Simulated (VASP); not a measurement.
Write the native input for VASP 6.6.1 that does the following.

```yaml
Task: relaxation of cell and atoms
Functional: LDA
Potentials_or_basis: VASP PAW LDA potentials, release 64 (Sb)
Cutoff: 600 eV
k_mesh: 8 × 8 × 8
Occupations: gaussian, width 0.05 eV
Spin: collinear spin, zero start
Starting_moments: "[0.0] μB"
Fixed_moment: 0 μB
Dipole_correction: no
Further_INCAR_settings: ALGO = Normal; EDIFF = 1e-06; IBRION = 2; EDIFFG = -0.01; NSW = 80; ISIF = 3
```

The structure of Sb lies in POSCAR:

```
Sb
1.0
    3.2015837161      0.0000000000      0.0000000000
    0.0000000000      3.2015837161      0.0000000000
    0.0000000000      0.0000000000      3.2015837161
Sb
1
Direct
    0.0000000000      0.0000000000      0.0000000000
```

This isn't the form of Sb at room conditions, which is rhombohedral.

One way to write it, as run:

INCAR

```
SYSTEM = Sb
PREC     = Accurate       ! precision mode
ENCUT    = 600            ! plane-wave cutoff, eV
EDIFF    = 1E-6           ! SCF threshold, eV
ISMEAR   = 0              ! smearing method
SIGMA    = 0.05           ! smearing width, eV
LREAL    = .False.        ! projectors in reciprocal space
LASPH    = .True.         ! aspherical terms in the spheres
NELM     = 150            ! most SCF steps
ALGO     = Normal         ! electronic algorithm
ISIF     = 3              ! what is computed and relaxed
LWAVE    = .False.        ! write WAVECAR
LCHARG   = .False.        ! write CHGCAR
ISPIN    = 2              ! spin polarisation
MAGMOM   = 0              ! initial moments
LORBIT   = 11             ! projections on sites
NUPDOWN  = 0.0            ! fixed moment
IBRION   = 2              ! ionic algorithm
NSW      = 80             ! ionic steps
EDIFFG   = -0.01          ! ionic threshold
```

KPOINTS

```
Automatic mesh
0
Gamma
  8 8 8
  0 0 0
```

Potentials or basis: VASP PAW LDA potentials, release 64 (Sb).

Launch:

```console
$ cat potpaw_LDA.64/Sb/POTCAR > POTCAR
$ mpirun -np 1 vasp_std > vasp.out
```

It gave:

* Relaxed volume: 28.45 Å³/atom
* Relaxed cell: a = 3.053 Å, b = 3.053 Å, c = 3.053 Å, α = 90.00°, β = 90.00°, γ = 90.00°
* Space group after relaxing (to 0.1 Å): Pm-3m (No. 221)
* Energy gained by relaxing: 110.5 meV/atom
* Ionic steps: 3
* Pressure after relaxing: 0.0 GPa
* Net moment: 0.00 μB per cell
* Valence electrons inside the program's atomic spheres: Sb 2.42

Caveat: the total moment is fixed, so each spin has its own Fermi level.

It took 10 s on 1 thread of Intel(R) Xeon(R) 6975P-C (Granite Rapids), on a shared host, peak memory 0.16 GiB.
